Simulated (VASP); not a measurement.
# TlCl (Pm-3m) in VASP: single point with LDA

Aim: the single point of TlCl with LDA.

Everything below comes from runs of VASP 6.6.1. Logs are shortened: lines on timing, memory, paths and dates and some standing lists are left out, and cuts for length are marked.

**1. The cell of the first run**

Symmetry: Pm-3m, No. 221, cubic system. The conventional cell has a = 4.056 Å, b = 4.056 Å, c = 4.056 Å, α = 90.00°, β = 90.00°, γ = 90.00°. Within 4.6 Å of Tl (site symmetry m-3m) lie 8 Cl at 3.51 Å and 6 Tl at 4.06 Å. Cl (site symmetry m-3m) has 8 Tl at 3.51 Å and 6 Cl at 4.06 Å within 4.6 Å.

**2. Single point, LDA**

File INCAR:

```
ALGO = Normal
EDIFF = 1E-6
ENCUT = 500
GGA_COMPAT = F
ISIF = 2
ISMEAR = 0
LASPH = T
LCHARG = T
LELF = T
LREAL = F
LVHAR = T
LWAVE = F
NBANDS = 17
NELM = 120
PREC = Accurate
SIGMA = 0.05
```

File KPOINTS:

```
k-points
0
Gamma
  8 8 8
```

File POSCAR:

```
TlCl
1.0
   -1.3521265931      2.7042531862      2.7042531862
    2.7042531862     -1.3521265931      2.7042531862
    2.7042531862      2.7042531862     -1.3521265931
Tl Cl
1 1
Direct
    0.0000000000      0.0000000000      0.0000000000
    0.5000000000      0.5000000000      0.5000000000
```

Potentials or basis: VASP PAW LDA potentials, release 64 (Tl_d, Cl).

Run with:

```console
> cat potpaw_LDA.64/Tl_d/POTCAR potpaw_LDA.64/Cl/POTCAR > POTCAR
> mpirun -np 1 vasp_std > vasp.out
```

OUTCAR:

```text
EDIFF = 1E-6
   ENCUT = 500
   ISIF = 2
   ISMEAR = 0
   LASPH = T
   LREAL = F
   NELM = 120
   PREC = Accurate

 ion  position               nearest neighbor table
   1  0.000  0.000  0.000-
   2  0.500  0.500  0.500-

  LATTYP: Found a simple cubic cell.
 ALAT       =     4.0563797793

  Lattice vectors:

 A1 = (  -1.3521265931,   2.7042531862,   2.7042531862)
 A2 = (   2.7042531862,  -1.3521265931,   2.7042531862)
 A3 = (   2.7042531862,   2.7042531862,  -1.3521265931)

Analysis of symmetry for initial positions (statically):
=====================================================================
 Subroutine PRICEL returns:
 Original cell was already a primitive cell.

 Routine SETGRP: Setting up the symmetry group for a
 simple cubic supercell.

 Subroutine GETGRP returns: Found 48 space group operations
 (whereof 48 operations were pure point group operations)
 out of a pool of 48 trial point group operations.

The static configuration has the point symmetry O_h .

Analysis of symmetry for dynamics (positions and initial velocities):
=====================================================================
 Subroutine PRICEL returns:
 Original cell was already a primitive cell.

 Routine SETGRP: Setting up the symmetry group for a
 simple cubic supercell.

 Subroutine GETGRP returns: Found 48 space group operations
 (whereof 48 operations were pure point group operations)
 out of a pool of 48 trial point group operations.

The dynamic configuration has the point symmetry O_h .

 Subroutine INISYM returns: Found 48 space group operations
 (whereof 48 operations are pure point group operations),
 and found     1 'primitive' translations

----------------------------------------------------------------------------------------

                                     Primitive cell

  volume of cell :      66.7446

  direct lattice vectors                    reciprocal lattice vectors
    -1.352126593  2.704253186  2.704253186    -0.082175080  0.164350160  0.164350160
     2.704253186 -1.352126593  2.704253186     0.164350160 -0.082175080  0.164350160
     2.704253186  2.704253186 -1.352126593     0.164350160  0.164350160 -0.082175080

  length of vectors
     4.056379779  4.056379779  4.056379779     0.246525240  0.246525240  0.246525240

  position of ions in fractional coordinates (direct lattice)
     0.000000000  0.000000000  0.000000000
     0.500000000  0.500000000  0.500000000

  ion indices of the primitive-cell ions
   primitive index   ion index
                 1           1
                 2           2

----------------------------------------------------------------------------------------

 KPOINTS: k-points

Automatic generation of k-mesh.
 Grid dimensions read from file:
 generate k-points for:    8    8    8

 Generating k-lattice:

  Cartesian coordinates                     Fractional coordinates (reciprocal lattice)
    -0.010271885  0.020543770  0.020543770     0.125000000  0.000000000  0.000000000
     0.020543770 -0.010271885  0.020543770     0.000000000  0.125000000  0.000000000
     0.020543770  0.020543770 -0.010271885     0.000000000  0.000000000  0.125000000

  Length of vectors
     0.030815655  0.030815655  0.030815655

  Shift w.r.t. Gamma in fractional coordinates (k-lattice)
     0.000000000  0.000000000  0.000000000

 Subroutine IBZKPT returns following result:
 ===========================================

 Found     35 irreducible k-points:

 Following reciprocal coordinates:
            Coordinates               Weight
  0.000000  0.000000  0.000000      1.000000
  0.125000  0.000000  0.000000      6.000000
  0.250000  0.000000  0.000000      6.000000
  0.375000  0.000000  0.000000      6.000000
  0.500000  0.000000  0.000000      3.000000
  0.125000  0.125000  0.000000     12.000000
[... 16 lines left out ...]
  0.375000  0.375000  0.125000     24.000000
  0.500000  0.375000  0.125000     24.000000
 [... further k-points ...]
   k-points           NKPTS =     35   k-points in BZ     NKDIM =     35   number of bands    NBANDS=     17
   number of dos      NEDOS =    301   number of ions     NIONS =      2
   total plane-waves  NPLWV =  27000
   dimension x,y,z NGX =    30 NGY =   30 NGZ =   30
   dimension x,y,z NGXF=    60 NGYF=   60 NGZF=   60
   ions per type =               1   1
   NGX,Y,Z   is equivalent  to a cutoff of  12.30, 12.30, 12.30 a.u.
   NGXF,Y,Z  is equivalent  to a cutoff of  24.59, 24.59, 24.59 a.u.
 SYSTEM =  unknown system
   PREC   = accura    normal or accurate (medium, high low for compatibility)
   ISTART =      0    job   : 0-new  1-cont  2-samecut
   ICHARG =      2    charge: 1-file 2-atom 10-const
   ISPIN  =      1    spin polarized calculation?
   LNONCOLLINEAR =      F non collinear calculations
   LSORBIT =      F    spin-orbit coupling
   LASPH  =      T    aspherical Exc in radial PAW
   ENCUT  =  500.0 eV  36.75 Ry    6.06 a.u.   7.40  7.40  7.40*2*pi/ulx,y,z
   NELM   =    120;   NELMIN=  2; NELMDL= -5     # of ELM steps
   EDIFF  = 0.1E-05   stopping-criterion for ELM
   LREAL  =      F    real-space projection
   EDIFFG = 0.1E-04   stopping-criterion for IOM
   NSW    =      0    number of steps for IOM
   IBRION =     -1    ionic relax: 0-MD 1-quasi-New 2-CG
   NFREE  =      0    steps in history (QN), initial steepest desc. (CG)
   ISIF   =      2    stress and relaxation
   ISYM   =      2    0-nonsym 1-usesym 2-fastsym
   POTIM  = 0.5000    time-step for ionic-motion
   TEBEG  =    0.0;   TEEND  =   0.0 temperature during run
   PSTRESS=    0.0 pullay stress
   NELECT =      20.0000    total number of electrons
   NUPDOWN=      -1.0000    fix difference up-down
   EMIN   =  10.00;   EMAX   =-10.00  energy-range for DOS
   EFERMI =   0.00;   METHOD = LEGACY
   ISMEAR =     0;   SIGMA  =   0.05  broadening in eV -4-tet -1-fermi 0-gaus
   EFERMI_NEDOS =   21; number of points for ismear=-14 and -15
   IALGO  =     38    algorithm
   IMIX   =      4    mixing-type and parameters
     AMIX     =   0.40;   BMIX     =  1.00
     AMIX_MAG =   1.60;   BMIX_MAG =  1.00
  volume/ion in A,a.u.               =      33.37       225.21
  Fermi-wavevector in a.u.,A,eV,Ry     =   1.095501  2.070197 16.328665  1.200123
  Thomas-Fermi vector in A             =   2.231826
   LORBIT       =      0    0 simple, 1 ext, 2 COOP (PROOUT), +10 PAW based schemes
   GGA     = CA    functional components
   LHFCALC =     F    Hartree Fock is set to
   AEXX    =    0.0000 exact exchange contribution
   IVDW    =     0    specifies the selected vdW correction
   LEPSILON=     F    determine dielectric tensor
   LRPA    =     F    only Hartree local field effects (RPA)
 non-spin polarized calculation
 Gauss-broadening in eV      SIGMA  =   0.05
  energy-cutoff  :      500.00
  volume of cell :       66.74
 maximum number of plane-waves:      1743
 NGX is ok and might be reduce to    30
   NGX = 15   NGY = 15   NGZ = 15

 number of electron      19.9999998 magnetization

 Free energy of the ion-electron system (eV)
  ---------------------------------------------------
  ext. energy  EPLUGINS =         0.00000000
  ---------------------------------------------------
  free energy    TOTEN  =        -6.66117856 eV

  energy without entropy =       -6.66117856  energy(sigma->0) =       -6.66117856

 E-fermi :   0.9750     XC(G=0):  -8.8233

 val. band max:        0.7709050965   @ k =   0.5000   0.0000   0.0000
 cond. band min:       2.9521676093   @ k =   0.5000   0.0000   0.0000
 fundamental gap:      2.1812625128
 Fermi energy:         0.9749983316

 k-point     1 :       0.0000    0.0000    0.0000
  band No.  band energies     occupation
      1     -12.0153      2.00000
      2      -8.9320      2.00000
      3      -8.9320      2.00000
      4      -8.7792      2.00000
      5      -8.7792      2.00000
      6      -8.7792      2.00000
[... 9 lines left out ...]
     16      11.4488      0.00000
     17      14.6969      0.00000

 k-point     2 :       0.1250    0.0000    0.0000
  band No.  band energies     occupation
      1     -11.9939      2.00000
      2      -8.9309      2.00000
      3      -8.9153      2.00000
      4      -8.7858      2.00000
      5      -8.7858      2.00000
      6      -8.7785      2.00000
[... 9 lines left out ...]
     16      12.2690      0.00000
     17      14.4298      0.00000

 k-point     3 :       0.2500    0.0000    0.0000
  band No.  band energies     occupation
      1     -11.9410      2.00000
      2      -8.9282      2.00000
      3      -8.8756      2.00000
      4      -8.8017      2.00000
      5      -8.8017      2.00000
      6      -8.7771      2.00000
[... 9 lines left out ...]
     16      13.3661      0.00000
     17      13.7976      0.00000

 k-point     4 :       0.3750    0.0000    0.0000
  band No.  band energies     occupation
      1     -11.8865      2.00000
      2      -8.9255      2.00000
      3      -8.8366      2.00000
      4      -8.8175      2.00000
      5      -8.8175      2.00000
      6      -8.7757      2.00000
[... 9 lines left out ...]
     16      12.2281      0.00000
     17      14.7363      0.00000

 k-point     5 :       0.5000    0.0000    0.0000
  band No.  band energies     occupation
      1     -11.8634      2.00000
      2      -8.9244      2.00000
      3      -8.8240      2.00000
      4      -8.8240      2.00000
      5      -8.8208      2.00000
      6      -8.7750      2.00000
[... 9 lines left out ...]
     16      13.1555      0.00000
     17      14.8386      0.00000

 k-point     6 :       0.1250    0.1250    0.0000
  band No.  band energies     occupation
      1     -11.9740      2.00000
      2      -8.9221      2.00000
      3      -8.9060      2.00000
      4      -8.7911      2.00000
      5      -8.7859      2.00000
      6      -8.7842      2.00000
[... 9 lines left out ...]
     16      12.4282      0.00000
     17      13.8249      0.00000

 k-point     7 :       0.2500    0.1250    0.0000
  band No.  band energies     occupation
      1     -11.9249      2.00000
      2      -8.9167      2.00000
      3      -8.8685      2.00000
      4      -8.8038      2.00000
      5      -8.8007      2.00000
      6      -8.7832      2.00000
[... 9 lines left out ...]
     16      12.5683      0.00000
     17      13.4760      0.00000

 k-point     8 :       0.3750    0.1250    0.0000
  band No.  band energies     occupation
      1     -11.8746      2.00000
      2      -8.9136      2.00000
      3      -8.8293      2.00000
      4      -8.8161      2.00000
      5      -8.8160      2.00000
      6      -8.7815      2.00000
[... 9 lines left out ...]
     16      12.9122      0.00000
     17      13.5778      0.00000
[... 203 lines left out ...]
      1     -11.8422      2.00000
      2      -8.8988      2.00000
      3      -8.8316      2.00000
      4      -8.8110      2.00000
      5      -8.8073      2.00000
      6      -8.7868      2.00000
[... 9 lines left out ...]
     16      12.7728      0.00000
     17      12.8977      0.00000

 k-point    20 :       0.2500    0.2500    0.1250
  band No.  band energies     occupation
      1     -11.8708      2.00000
      2      -8.8817      2.00000
      3      -8.8401      2.00000
      4      -8.8157      2.00000
      5      -8.8041      2.00000
      6      -8.7953      2.00000
[... 9 lines left out ...]
     16      12.5766      0.00000
     17      13.6082      0.00000

 k-point    21 :       0.3750    0.2500    0.1250
  band No.  band energies     occupation
      1     -11.8317      2.00000
      2      -8.8744      2.00000
      3      -8.8286      2.00000
      4      -8.8085      2.00000
      5      -8.8015      2.00000
      6      -8.7982      2.00000
[... 9 lines left out ...]
     16      12.4760      0.00000
     17      13.2245      0.00000

 k-point    22 :       0.5000    0.2500    0.1250
  band No.  band energies     occupation
      1     -11.8153      2.00000
      2      -8.8724      2.00000
      3      -8.8349      2.00000
      4      -8.8049      2.00000
      5      -8.8025      2.00000
      6      -8.7858      2.00000
[... 9 lines left out ...]
     16      12.1881      0.00000
     17      13.8792      0.00000

 k-point    23 :       0.3750    0.3750    0.1250
  band No.  band energies     occupation
      1     -11.8010      2.00000
      2      -8.8599      2.00000
      3      -8.8277      2.00000
      4      -8.8177      2.00000
      5      -8.8024      2.00000
      6      -8.7708      2.00000
[... 9 lines left out ...]
     16      12.0608      0.00000
     17      13.1263      0.00000

 k-point    24 :       0.5000    0.3750    0.1250
  band No.  band energies     occupation
      1     -11.7882      2.00000
      2      -8.8559      2.00000
      3      -8.8298      2.00000
      4      -8.8170      2.00000
      5      -8.8065      2.00000
      6      -8.7557      2.00000
[... 9 lines left out ...]
     16      11.9750      0.00000
     17      13.3943      0.00000

 [... further k-points ...]

------------------------ aborting loop because EDIFF is reached ----------------------------------------

  FORCE on cell =-STRESS in cart. coord.  units (eV):
  Direction    XX          YY          ZZ          XY          YZ          ZX
  --------------------------------------------------------------------------------------
  -------------------------------------------------------------------------------------
  Total       -2.1597711     -2.1597711     -2.1597711      0.0000000     -0.0000000     -0.0000000
  in kB      -51.8444739    -51.8444739    -51.8444739      0.0000000     -0.0000000     -0.0000000
  external PRESSURE =     -51.8444739 kB  Pullay stress =       0.0000000 kB

 VOLUME and BASIS-vectors are now :
 -----------------------------------------------------------------------------
  energy-cutoff  :      500.00
  volume of cell :       66.74
      direct lattice vectors                 reciprocal lattice vectors
    -1.352126593  2.704253186  2.704253186    -0.082175080  0.164350160  0.164350160
     2.704253186 -1.352126593  2.704253186     0.164350160 -0.082175080  0.164350160
     2.704253186  2.704253186 -1.352126593     0.164350160  0.164350160 -0.082175080

 POSITION                                       TOTAL-FORCE (eV/Angst)
 -----------------------------------------------------------------------------------
      0.00000      0.00000      0.00000         0.000000     -0.000000     -0.000000
      2.02819      2.02819      2.02819        -0.000000      0.000000      0.000000
 -----------------------------------------------------------------------------------
    total drift:                               -0.000000      0.000000      0.000000

  FREE ENERGIE OF THE ION-ELECTRON SYSTEM (eV)
  ---------------------------------------------------
  free  energy   TOTEN  =        -6.6611785591 eV

  energy  without entropy=       -6.6611785591  energy(sigma->0) =       -6.66117856
```

It took 31 s on 1 thread of Intel Xeon 8259CL, shared host; peak memory 0.17 GiB.

Results:

```
Free energy            : -6.6612 eV
Pressure               : -5.2 GPa
Band gap on the k mesh : 2.18 eV
```

Caveat: the cell stands under tension; spin-orbit coupling is left out, which moves the levels of the heavy elements.
